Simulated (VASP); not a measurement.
# I (Fmmm) in VASP: settings compared, part 2 of 2

VASP 6.6.1. Earlier steps stand in the parts before.

## 3. Single point, LDA

Contents of INCAR:

```
SYSTEM = I
ALGO = Normal
EDIFF = 1E-6
ENCUT = 520
ISIF = 2
ISMEAR = -1
LASPH = .True.
LCHARG = .False.
LREAL = .False.
LWAVE = .False.
NBANDS = 10
NELM = 80
PREC = Accurate
SIGMA = 0.05
```

Contents of KPOINTS:

```
k-points
0
Gamma
  9 9 9
  0 0 0
```

Contents of POSCAR:

```
I
1.0
    0.0000000000      2.3656004428      3.9098401324
    2.1922454667      0.0000000000      3.9098401324
    2.1922454667      2.3656004428      0.0000000000
I
1
Direct
    0.0000000000      0.0000000000      0.0000000000
```

Potentials or basis: VASP PAW LDA potentials, release 64 (I).

Started as:

```sh
$ cat potpaw_LDA.64/I/POTCAR > POTCAR
$ mpirun -np 1 vasp_std > vasp.out
```

Wall time 26 s (1 thread of Intel Xeon 6975P-C, shared host); peak memory 0.18 GiB.

Results (log left out):

| Property | Result |
| --- | --- |
| Free energy | -1.9175 eV |
| Pressure | -2.3 GPa |

Stress tensor (GPa, compression positive):
```
-2.69  0.00  0.00
 0.00 -3.14  0.00
 0.00  0.00 -1.11
```

Levels at points of the mesh, in eV from the Fermi level:
| k point | band 2 | band 3 | band 4 | band 5 | band 6 | band 7 |
| --- | --- | --- | --- | --- | --- | --- |
| (0.00, 0.00, 0.00) | -1.88 | 0.79 | 1.05 | 4.28 | 7.54 | 8.14 |

Caveat: spin-orbit coupling is left out, which moves the levels of the heavy elements; an odd number of electrons without spin polarisation forces a metal; a magnetic or distorted state may lie lower.

## 4. Single point, PBE

Contents of INCAR:

```
  PREC = Accurate
  ENCUT = 520
  EDIFF = 1E-6
  ISMEAR = 0
  SIGMA = 0.025
  LREAL = False
  LASPH = True
  NELM = 60
  ALGO = Normal
  ISIF = 2
  LWAVE = False
  LCHARG = False
  GGA = PE
  NBANDS = 10
```

Contents of KPOINTS:

```
Automatic mesh
0
Gamma
  9 9 9
```

POSCAR is that of step 3.

Potentials or basis: VASP PAW PBE potentials, release 64 (I).

Started as:

```sh
$ cat potpaw_PBE.64/I/POTCAR > POTCAR
$ mpirun -np 1 vasp_std > vasp.out
```

OUTCAR:

```text
PREC = Accurate
   ENCUT = 520
   EDIFF = 1E-6
   ISMEAR = 0
   LREAL = False
   LASPH = True
   NELM = 60
   ISIF = 2
   GGA = PE

 ion  position               nearest neighbor table
   1  0.000  0.000  0.000-

  LATTYP: Found a face centered orthorhombic cell.
 ALAT       =     4.3844909334
 B/A-ratio  =     1.0790764441
 C/A-ratio  =     1.7834864717

  Lattice vectors:

 A1 = (   0.0000000000,   2.3656004428,   3.9098401324)
 A2 = (   2.1922454667,   0.0000000000,   3.9098401324)
 A3 = (   2.1922454667,   2.3656004428,   0.0000000000)

[... 483 lines left out ...]
      3       4.0571      0.00000
      4       4.3499      0.00000
      5      10.4657      0.00000
      6      10.8054      0.00000
      7      13.8619      0.00000
      8      18.2932      0.00000
      9      18.3770      0.00000
     10      18.5665      0.00000

 [... further k-points ...]
[... 5 lines left out ...]
  --------------------------------------------------------------------------------------
  -------------------------------------------------------------------------------------
  Total        0.0920918      0.0235257      0.1914266     -0.0000000      0.0000000      0.0000000
  in kB        3.6384121      0.9294664      7.5629851     -0.0000000      0.0000000      0.0000000
  external PRESSURE =       4.0436212 kB  Pullay stress =       0.0000000 kB

 VOLUME and BASIS-vectors are now :
 -----------------------------------------------------------------------------
  energy-cutoff  :      520.00
  volume of cell :       40.55
      direct lattice vectors                 reciprocal lattice vectors
     0.000000000  2.365600443  3.909840132    -0.228076649  0.211362828  0.127882467
     2.192245467  0.000000000  3.909840132     0.228076649 -0.211362828  0.127882467
     2.192245467  2.365600443  0.000000000     0.228076649  0.211362828 -0.127882467

 POSITION                                       TOTAL-FORCE (eV/Angst)
 -----------------------------------------------------------------------------------
      0.00000      0.00000      0.00000         0.000000      0.000000     -0.000000
 -----------------------------------------------------------------------------------
    total drift:                                0.000000      0.000000      0.000000

  FREE ENERGIE OF THE ION-ELECTRON SYSTEM (eV)
  ---------------------------------------------------
  free  energy   TOTEN  =        -1.3891876909 eV

  energy  without entropy=       -1.3889670703  energy(sigma->0) =       -1.38907738
```

It took 32 s on 1 thread of Intel Xeon 6975P-C, shared host; peak memory 0.2 GiB.

What came out:

* Free energy: -1.3892 eV
* Pressure: 0.4 GPa

Levels at points of the mesh, in eV from the Fermi level:
```
           k point  band 1  band 2  band 3  band 4  band 5  band 6  band 7  band 8
(0.00, 0.00, 0.00)  -13.88   -1.94    0.78    1.05    4.54    7.48    8.21   12.12
```

Caveat: spin-orbit coupling is left out, which moves the levels of the heavy elements; an odd number of electrons without spin polarisation forces a metal; a magnetic or distorted state may lie lower.

## 5. Single point, PBE

Contents of INCAR:

```
SYSTEM = I
PREC = Accurate ; ENCUT = 520
EDIFF = 1E-6 ; ISMEAR = 0
SIGMA = 0.027000000000000003 ; LREAL = .FALSE.
LASPH = .TRUE. ; NELM = 100
ALGO = Normal ; ISIF = 2
LWAVE = .FALSE. ; LCHARG = .TRUE.
GGA = PE ; LELF = .TRUE.
LVHAR = .TRUE. ; NBANDS = 10
```

Contents of KPOINTS:

```
Automatic mesh
0
G
  9 9 9
  0 0 0
```

POSCAR is that of step 4.

Started as:

```sh
$ cat potpaw_PBE.64/I/POTCAR > POTCAR
$ mpirun -np 1 vasp_std > vasp.out
```

It took 30 s on 1 thread of Intel Xeon 6975P-C, shared host; peak memory 0.2 GiB.

It converged, with:

```
Free energy : -1.3892 eV
Pressure    : 0.4 GPa
```

Stress tensor (GPa, compression positive):
```
0.36 0.00 0.00
0.00 0.10 0.00
0.00 0.00 0.76
```

Levels at points of the mesh, in eV from the Fermi level:
```
           k point  band 1  band 2  band 3  band 4  band 5  band 6  band 7  band 8
(0.00, 0.00, 0.00)  -13.88   -1.94    0.78    1.05    4.54    7.48    8.21   12.12
```

Caveat: spin-orbit coupling is left out, which moves the levels of the heavy elements; an odd number of electrons without spin polarisation forces a metal; a magnetic or distorted state may lie lower.

## 6. Single point, RPBE

Contents of INCAR:

```
  ALGO = Normal
  EDIFF = 1E-6
  ENCUT = 520
  GGA = RP
  ISIF = 2
  ISMEAR = -1
  LASPH = True
  LCHARG = False
  LREAL = False
  LWAVE = False
  NBANDS = 10
  NELM = 60
  PREC = Accurate
  SIGMA = 0.05
```

Contents of KPOINTS:

```
k-points
0
Gamma
  9 9 9
```

POSCAR is that of step 5.

Potentials or basis: VASP PAW PBE potentials, release 64 (I).

Started as:

```sh
$ cat potpaw_PBE.64/I/POTCAR > POTCAR
$ mpirun -np 1 vasp_std > vasp.out
```

Run time: 32 s. Hardware: 1 thread of Intel Xeon 6975P-C, shared host; peak memory 0.2 GiB.

Results (log left out):

* Free energy: -1.0903 eV
* Pressure: 1.8 GPa

Stress tensor (GPa, compression positive):
```
1.75 0.00 0.00
0.00 1.57 0.00
0.00 0.00 2.07
```

Levels at points of the mesh, in eV from the Fermi level:
```csv
k point,band 2,band 3,band 4,band 5,band 6,band 7
"(0.00, 0.00, 0.00)",-1.98,0.76,1.04,4.78,7.45,8.27
```

Caveat: the PAW data sets were made with another functional, which shifts forces and pressure a little; spin-orbit coupling is left out, which moves the levels of the heavy elements; an odd number of electrons without spin polarisation forces a metal; a magnetic or distorted state may lie lower.

## 7. The runs side by side

```csv
level,potentials or basis,smearing,gap on the mesh (eV),pressure (GPa)
PBE,"VASP PAW PBE potentials, release 64 (I)",gaussian 0.012 eV,none,0.4
LDA,"VASP PAW LDA potentials, release 64 (I)",fermi-dirac 0.05 eV,none,-2.3
PBE,"VASP PAW PBE potentials, release 64 (I)",gaussian 0.025 eV,none,0.4
PBE,"VASP PAW PBE potentials, release 64 (I)",gaussian 0.027 eV,none,0.4
RPBE,"VASP PAW PBE potentials, release 64 (I)",fermi-dirac 0.05 eV,none,1.8
```

Alike in all rows: task single point; no spin polarisation; cell as given; k mesh 9 × 9 × 9; cutoff (eV) 520.

Caveats: spin-orbit coupling is left out, which moves the levels of the heavy elements; an odd number of electrons without spin polarisation forces a metal; a magnetic or distorted state may lie lower; the PAW data sets were made with another functional, which shifts forces and pressure a little (some runs).

Absolute energies hang on the potentials; compare differences alone.
